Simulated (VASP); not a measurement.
A run of VASP 6.6.1 is set up as follows.

Contents of INCAR:

```
SYSTEM = Al3InAs4
PREC     = Accurate       ! precision mode
ENCUT    = 520            ! plane-wave cutoff, eV
EDIFF    = 1E-6           ! SCF threshold, eV
ISMEAR   = -1             ! smearing method
SIGMA    = 0.02           ! smearing width, eV
LREAL    = .FALSE.        ! projectors in reciprocal space
LASPH    = .TRUE.         ! aspherical terms in the spheres
NELM     = 100            ! most SCF steps
ALGO     = Normal         ! electronic algorithm
ISIF     = 2              ! what is computed and relaxed
LWAVE    = .FALSE.        ! write WAVECAR
LCHARG   = .FALSE.        ! write CHGCAR
GGA      = PE             ! functional
NBANDS   = 31             ! bands
```

File KPOINTS:

```
Automatic mesh
0
G
  6 6 2
  0 0 0
```

Contents of POSCAR:

```
Al3InAs4
1.0
    4.0869934567      0.0000000000      0.0000000000
    0.0000000000      4.0869934567      0.0000000000
    0.0000000000      0.0000000000     11.5714564988
Al As In
3 4 1
Direct
    0.0000000000      0.0000000000      0.7588553666
    0.5000000000      0.5000000000      0.0000000000
    0.0000000000      0.0000000000      0.2411446334
    0.0000000000      0.5000000000      0.8794593920
    0.5000000000      0.0000000000      0.1205406080
    0.0000000000      0.5000000000      0.3596158853
    0.5000000000      0.0000000000      0.6403841147
    0.5000000000      0.5000000000      0.5000000000
```

Potentials or basis: VASP PAW PBE potentials, release 64 (Al, As, In_d).

The run is started by

```sh
$ cat potpaw_PBE.64/Al/POTCAR potpaw_PBE.64/As/POTCAR potpaw_PBE.64/In_d/POTCAR > POTCAR
$ mpirun -np 1 vasp_std > vasp.out
```

(1) Estimate the pressure.

(2) What does it give for the band gap on the k mesh?

Answers

(1) 2.1 GPa.

(2) 1.24 eV.

Caveat: spin-orbit coupling is left out, which moves the levels of the heavy elements.
